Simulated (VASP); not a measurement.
# Si (a cell with a defect) in VASP: further runs

Runs on Si (a cell with a defect). Level: PBE+D3(BJ). Tasks: single point.

All numbers are computed with VASP 6.6.1; they aren't measurements. Logs are shortened: lines on timing, memory, paths and dates and some standing lists are left out, and cuts for length are marked.

### Step 1. The cell of the first run

The cell holds a defect, 17 atoms: a = 7.679 Å, b = 7.679 Å, c = 7.679 Å, α = 60.00°, β = 60.00°, γ = 60.00°.

### Step 2. Single point, PBE+D3(BJ)

INCAR reads:

```
PREC = Accurate ; ENCUT = 520
EDIFF = 1E-6 ; ISMEAR = 0
SIGMA = 0.05 ; LREAL = Auto
LASPH = T ; NELM = 80
ALGO = Normal ; ISIF = 2
LWAVE = F ; LCHARG = F
GGA = PE ; IVDW = 12
NBANDS = 48
```

KPOINTS reads:

```
regular mesh
0
Gamma
  2 2 2
```

POSCAR reads:

```
Si
1.0
    0.0000000000      5.4300000000      5.4300000000
    5.4300000000      0.0000000000      5.4300000000
    5.4300000000      5.4300000000      0.0000000000
Si
17
Direct
   -0.0256413790     -0.0247856948      0.0757095165
    0.1306501195      0.1323297772      0.1294448477
    0.0178366801      0.0176293938      0.5038144787
    0.1018029879      0.1019223371      0.6944575859
    0.0036968993      0.5035777979     -0.0095416286
    0.1305130044      0.6079730077      0.1303478814
    0.0173297225      0.4608647228      0.5044024418
    0.1343769500      0.6237603368      0.6182301644
    0.5019203855      0.0052973675     -0.0098594155
    0.6072586879      0.1323399024      0.1291104137
    0.4606612450      0.0177118661      0.5036349077
    0.6236247491      0.1348100952      0.6178037062
    0.5016384989      0.5036936380     -0.0096281372
    0.6325147183      0.6340558154      0.1003436742
    0.5087184995      0.5093746960      0.4728779243
    0.6235222291      0.6237862506      0.6180880965
    0.8361263021      0.8364661903      0.4912820423
```

Potentials or basis: VASP PAW PBE potentials, release 64 (Si).

The run is started by

```bash
$ cat potpaw_PBE.64/Si/POTCAR > POTCAR
$ mpirun -np 1 vasp_std > vasp.out
```

OUTCAR:

```text
PREC = Accurate
   ENCUT = 520
   EDIFF = 1E-6
   ISMEAR = 0
   LREAL = Auto
   LASPH = T
   NELM = 80
   ISIF = 2
   GGA = PE
   IVDW = 12
 IVDW          = 12

 ion  position               nearest neighbor table
   1  0.974  0.975  0.076-   6 2.35   2 2.35  10 2.35   4 2.39  17 2.61
   2  0.131  0.132  0.129-   5 2.33   9 2.33   1 2.35   3 2.35
   3  0.018  0.018  0.504-   4 2.30   2 2.35  17 2.47   8 2.48  12 2.48
   4  0.102  0.102  0.694-   7 2.30  11 2.30   3 2.30   1 2.39
   5  0.004  0.504  0.990-  14 2.33   6 2.33   2 2.33   8 2.33
   6  0.131  0.608  0.130-   5 2.33  13 2.33   1 2.35   7 2.35
   7  0.017  0.461  0.504-   4 2.30   6 2.35  17 2.47   8 2.48  16 2.48
   8  0.134  0.624  0.618-   5 2.33  15 2.35  17 2.40   7 2.48   3 2.48
   9  0.502  0.005  0.990-  14 2.33   2 2.33  10 2.33  12 2.33
  10  0.607  0.132  0.129-  13 2.33   9 2.33   1 2.35  11 2.35
  11  0.461  0.018  0.504-   4 2.30  10 2.35  17 2.47  16 2.48  12 2.48
  12  0.624  0.135  0.618-   9 2.33  15 2.35  17 2.40   3 2.48  11 2.48
  13  0.502  0.504  0.990-  14 2.33   6 2.33  10 2.33  16 2.33
  14  0.633  0.634  0.100-   5 2.33  13 2.33   9 2.33  15 2.34
  15  0.509  0.509  0.473-  14 2.34   8 2.35  16 2.35  12 2.35
  16  0.624  0.624  0.618-  13 2.33  15 2.35  17 2.40   7 2.48  11 2.48
  17  0.836  0.836  0.491-  12 2.40   8 2.40  16 2.40   3 2.47   7 2.47  11 2.47   1 2.61

  LATTYP: Found a face centered cubic cell.
 ALAT       =    10.8600000000

  Lattice vectors:

 A1 = (   0.0000000000,   5.4300000000,   5.4300000000)
 A2 = (   5.4300000000,   0.0000000000,   5.4300000000)
 A3 = (   5.4300000000,   5.4300000000,   0.0000000000)

Analysis of symmetry for initial positions (statically):
=====================================================================
 Subroutine PRICEL returns:
 Original cell was already a primitive cell.

 Routine SETGRP: Setting up the symmetry group for a
 face centered cubic supercell.

 Subroutine GETGRP returns: Found  1 space group operations
 (whereof  1 operations were pure point group operations)
 out of a pool of 48 trial point group operations.

The static configuration has the point symmetry C_1 .

Analysis of symmetry for dynamics (positions and initial velocities):
=====================================================================
 Subroutine PRICEL returns:
 Original cell was already a primitive cell.

 Routine SETGRP: Setting up the symmetry group for a
 face centered cubic supercell.

 Subroutine GETGRP returns: Found  1 space group operations
 (whereof  1 operations were pure point group operations)
 out of a pool of 48 trial point group operations.

The dynamic configuration has the point symmetry C_1 .

 Subroutine INISYM returns: Found  1 space group operations
 (whereof  1 operations are pure point group operations),
 and found     1 'primitive' translations

----------------------------------------------------------------------------------------

                                     Primitive cell

  volume of cell :     320.2060

  direct lattice vectors                    reciprocal lattice vectors
     0.000000000  5.430000000  5.430000000    -0.092081031  0.092081031  0.092081031
     5.430000000  0.000000000  5.430000000     0.092081031 -0.092081031  0.092081031
     5.430000000  5.430000000  0.000000000     0.092081031  0.092081031 -0.092081031

  length of vectors
     7.679179644  7.679179644  7.679179644     0.159489025  0.159489025  0.159489025

  position of ions in fractional coordinates (direct lattice)
     0.974358621  0.975214305  0.075709516
     0.130650119  0.132329777  0.129444848
     0.017836680  0.017629394  0.503814479
     0.101802988  0.101922337  0.694457586
     0.003696899  0.503577798  0.990458371
     0.130513004  0.607973008  0.130347881
[... 9 lines left out ...]
     0.623522229  0.623786251  0.618088097
     0.836126302  0.836466190  0.491282042

  ion indices of the primitive-cell ions
   primitive index   ion index
                 1           1
                 2           2
                 3           3
                 4           4
                 5           5
                 6           6
[... 9 lines left out ...]
                16          16
                17          17

----------------------------------------------------------------------------------------

 KPOINTS: regular mesh

Automatic generation of k-mesh.
 Grid dimensions read from file:
 generate k-points for:    2    2    2

 Generating k-lattice:

  Cartesian coordinates                     Fractional coordinates (reciprocal lattice)
    -0.046040516  0.046040516  0.046040516     0.500000000  0.000000000  0.000000000
     0.046040516 -0.046040516  0.046040516     0.000000000  0.500000000  0.000000000
     0.046040516  0.046040516 -0.046040516     0.000000000  0.000000000  0.500000000

  Length of vectors
     0.079744512  0.079744512  0.079744512

  Shift w.r.t. Gamma in fractional coordinates (k-lattice)
     0.000000000  0.000000000  0.000000000

 Subroutine IBZKPT returns following result:
 ===========================================

 Found      8 irreducible k-points:

 Following reciprocal coordinates:
            Coordinates               Weight
  0.000000  0.000000  0.000000      1.000000
  0.500000  0.000000  0.000000      1.000000
  0.000000  0.500000  0.000000      1.000000
  0.000000  0.000000  0.500000      1.000000
  0.500000  0.500000  0.500000      1.000000
  0.500000  0.500000  0.000000      1.000000
  0.000000  0.500000  0.500000      1.000000
  0.500000  0.000000  0.500000      1.000000
   k-points           NKPTS =      8   k-points in BZ     NKDIM =      8   number of bands    NBANDS=     48
   number of dos      NEDOS =    301   number of ions     NIONS =     17
   total plane-waves  NPLWV = 216000
   dimension x,y,z NGX =    60 NGY =   60 NGZ =   60
   dimension x,y,z NGXF=   120 NGYF=  120 NGZF=  120
   ions per type =              17
   NGX,Y,Z   is equivalent  to a cutoff of  12.99, 12.99, 12.99 a.u.
   NGXF,Y,Z  is equivalent  to a cutoff of  25.98, 25.98, 25.98 a.u.
 SYSTEM =  unknown system
   PREC   = accura    normal or accurate (medium, high low for compatibility)
   ISTART =      0    job   : 0-new  1-cont  2-samecut
   ICHARG =      2    charge: 1-file 2-atom 10-const
   ISPIN  =      1    spin polarized calculation?
   LNONCOLLINEAR =      F non collinear calculations
   LSORBIT =      F    spin-orbit coupling
   LASPH  =      T    aspherical Exc in radial PAW
   ENCUT  =  520.0 eV  38.22 Ry    6.18 a.u.  14.28 14.28 14.28*2*pi/ulx,y,z
   NELM   =     80;   NELMIN=  2; NELMDL= -5     # of ELM steps
   EDIFF  = 0.1E-05   stopping-criterion for ELM
   LREAL  =      T    real-space projection
   EDIFFG = 0.1E-04   stopping-criterion for IOM
   NSW    =      0    number of steps for IOM
   IBRION =     -1    ionic relax: 0-MD 1-quasi-New 2-CG
   NFREE  =      0    steps in history (QN), initial steepest desc. (CG)
   ISIF   =      2    stress and relaxation
   ISYM   =      2    0-nonsym 1-usesym 2-fastsym
   POTIM  = 0.5000    time-step for ionic-motion
   TEBEG  =    0.0;   TEEND  =   0.0 temperature during run
   PSTRESS=    0.0 pullay stress
   NELECT =      68.0000    total number of electrons
   NUPDOWN=      -1.0000    fix difference up-down
   EMIN   =  10.00;   EMAX   =-10.00  energy-range for DOS
   EFERMI =   0.00;   METHOD = LEGACY
   ISMEAR =     0;   SIGMA  =   0.05  broadening in eV -4-tet -1-fermi 0-gaus
   EFERMI_NEDOS =   21; number of points for ismear=-14 and -15
   IALGO  =     38    algorithm
   IMIX   =      4    mixing-type and parameters
     AMIX     =   0.40;   BMIX     =  1.00
     AMIX_MAG =   1.60;   BMIX_MAG =  1.00
  volume/ion in A,a.u.               =      18.84       127.11
  Fermi-wavevector in a.u.,A,eV,Ry     =   0.976715  1.845724 12.979587  0.953973
  Thomas-Fermi vector in A             =   2.107356
   LORBIT       =      0    0 simple, 1 ext, 2 COOP (PROOUT), +10 PAW based schemes
   GGA     = PE    functional components
   LHFCALC =     F    Hartree Fock is set to
   AEXX    =    0.0000 exact exchange contribution
   IVDW    =    12    specifies the selected vdW correction
   LEPSILON=     F    determine dielectric tensor
   LRPA    =     F    only Hartree local field effects (RPA)
 non-spin polarized calculation
 Gauss-broadening in eV      SIGMA  =   0.05
  energy-cutoff  :      520.00
  volume of cell :      320.21
 maximum number of plane-waves:      8646
 NGX is ok and might be reduce to    60
   NGX = 29   NGY = 29   NGZ = 29

 number of electron      68.0000000 magnetization

 Free energy of the ion-electron system (eV)
  ---------------------------------------------------
  ext. energy  EPLUGINS =         0.00000000
  ---------------------------------------------------
  free energy    TOTEN  =       -87.71783842 eV

  energy without entropy =      -87.70570141  energy(sigma->0) =      -87.71176991

 E-fermi :   6.7830     XC(G=0):  -9.6956

 val. band max:        6.7301104019   @ k =   0.0000   0.0000   0.0000
 cond. band min:       6.7931572145   @ k =   0.0000   0.5000   0.5000
 fundamental gap:      0.0630468126
 Fermi energy:         6.7830426869

 k-point     1 :       0.0000    0.0000    0.0000
  band No.  band energies     occupation
      1      -6.2326      2.00000
      2      -3.8670      2.00000
      3      -3.5920      2.00000
      4      -3.5895      2.00000
      5      -3.4071      2.00000
      6      -2.7310      2.00000
[... 38 lines left out ...]
     45       8.4388      0.00000
     46       8.8823      0.00000

 k-point     2 :       0.5000    0.0000    0.0000
  band No.  band energies     occupation
      1      -5.7684      2.00000
      2      -4.9876      2.00000
      3      -3.6180      2.00000
      4      -3.3850      2.00000
      5      -3.2031      2.00000
      6      -3.0160      2.00000
[... 286 lines left out ...]
 k-point     8 :       0.5000    0.0000    0.5000
  band No.  band energies     occupation
      1      -5.6362      2.00000
      2      -4.7090      2.00000
      3      -4.0440      2.00000
      4      -3.8440      2.00000
      5      -3.7976      2.00000
      6      -3.6423      2.00000
[... 38 lines left out ...]
     45      10.2921      0.00000
     46      10.4009      0.00000
 [bands above 46 left out]

------------------------ aborting loop because EDIFF is reached ----------------------------------------

 Edisp (eV)   -5.64599

 E8    (eV) :    -2.3356

  FORCE on cell =-STRESS in cart. coord.  units (eV):
  Direction    XX          YY          ZZ          XY          YZ          ZX
  --------------------------------------------------------------------------------------
  -------------------------------------------------------------------------------------
  Total       2.89212     2.88731     2.87837    -0.99691     0.99315     0.98847
  in kB      14.47097    14.44691    14.40215    -4.98810     4.96929     4.94588
  external pressure =       14.44 kB  Pullay stress =        0.00 kB

 VOLUME and BASIS-vectors are now :
 -----------------------------------------------------------------------------
  energy-cutoff  :      520.00
  volume of cell :      320.21
      direct lattice vectors                 reciprocal lattice vectors
     0.000000000  5.430000000  5.430000000    -0.092081031  0.092081031  0.092081031
     5.430000000  0.000000000  5.430000000     0.092081031 -0.092081031  0.092081031
     5.430000000  5.430000000  0.000000000     0.092081031  0.092081031 -0.092081031

 POSITION                                       TOTAL-FORCE (eV/Angst)
 -----------------------------------------------------------------------------------
      5.70652      5.70187     10.58618         0.006732     -0.000052     -0.000880
      1.42144      1.41232      1.42798        -0.003900      0.009816     -0.010724
      2.83144      2.83257      0.19258         0.013624      0.001630      0.003901
      4.32434      4.32369      1.10623        -0.021574     -0.011811      0.012326
      8.11262      5.39826      2.75450        -0.014051      0.005405     -0.003510
      4.00908      1.41647      4.00998        -0.001235     -0.009958      0.015044
[... 9 lines left out ...]
      6.74338      6.74194      6.77289         0.005344     -0.007205      0.004204
      7.20967      7.20783      9.08218         0.000654     -0.018729      0.007832
 -----------------------------------------------------------------------------------
    total drift:                               -0.003881      0.002992      0.000874

  FREE ENERGIE OF THE ION-ELECTRON SYSTEM (eV)
  ---------------------------------------------------
  free  energy   TOTEN  =       -93.3638298141 eV

  energy  without entropy=      -93.3516928023  energy(sigma->0) =      -93.35776131
```

Wall time 6 min (1 thread of Intel Xeon 8259CL, shared host); peak memory 0.47 GiB.

What came out:

| Quantity | Value |
| --- | --- |
| Free energy | -93.3638 eV |
| Pressure | 1.4 GPa |
| Largest force | 0.028 eV/Å |
| Band gap on the k mesh | zero (bands 34 and 35 overlap by 0.07 eV) |
| Dispersion energy per atom | -0.332 eV |

Forces on the atoms (eV/Å):
```
Si   0.007  0.000 -0.001
Si  -0.004  0.010 -0.011
Si   0.014  0.002  0.004
Si  -0.022 -0.012  0.012
Si  -0.014  0.005 -0.004
Si  -0.001 -0.010  0.015
Si   0.004  0.013 -0.018
Si   0.002 -0.004  0.007
Si   0.008 -0.001  0.012
Si   0.006  0.013 -0.014
Si   0.005 -0.006  0.003
Si   0.001 -0.003 -0.002
Si  -0.020  0.008 -0.007
Si   0.001 -0.005  0.002
Si   0.007  0.014 -0.011
Si   0.005 -0.007  0.004
Si   0.001 -0.019  0.008
```

Levels at points of the mesh, in eV from the Fermi level:
```csv
k point,band 30,band 31,band 32,band 33,band 34,band 35,band 36,band 37,band 38,band 39
"(0.00, 0.00, 0.00)",-1.46,-1.14,-0.71,-0.71,-0.50,-0.06,-0.05,0.26,0.26,0.78
"(0.50, 0.00, 0.00)",-1.46,-1.39,-1.36,-0.88,-0.17,0.19,0.70,0.92,1.05,1.32
"(0.00, 0.50, 0.00)",-1.46,-1.38,-1.36,-0.87,-0.17,0.19,0.70,0.93,1.05,1.33
"(0.00, 0.00, 0.50)",-1.37,-1.37,-1.31,-1.31,-0.26,0.37,0.38,1.19,1.19,1.22
"(0.50, 0.50, 0.50)",-1.46,-1.39,-1.36,-0.88,-0.17,0.19,0.70,0.92,1.05,1.33
"(0.50, 0.50, 0.00)",-1.95,-1.89,-1.72,-0.78,0.01,0.39,1.30,1.46,1.57,1.92
"(0.00, 0.50, 0.50)",-1.95,-1.89,-1.72,-0.78,0.01,0.39,1.30,1.46,1.57,1.92
"(0.50, 0.00, 0.50)",-1.95,-1.89,-1.72,-0.78,0.01,0.39,1.30,1.46,1.57,1.92
```

Caveat: the k points lie up to 0.50 Å⁻¹ apart.

(Part 1 of 2 ends here.)

The gap in the log of VASP goes by the Fermi energy; the results here count the filled bands.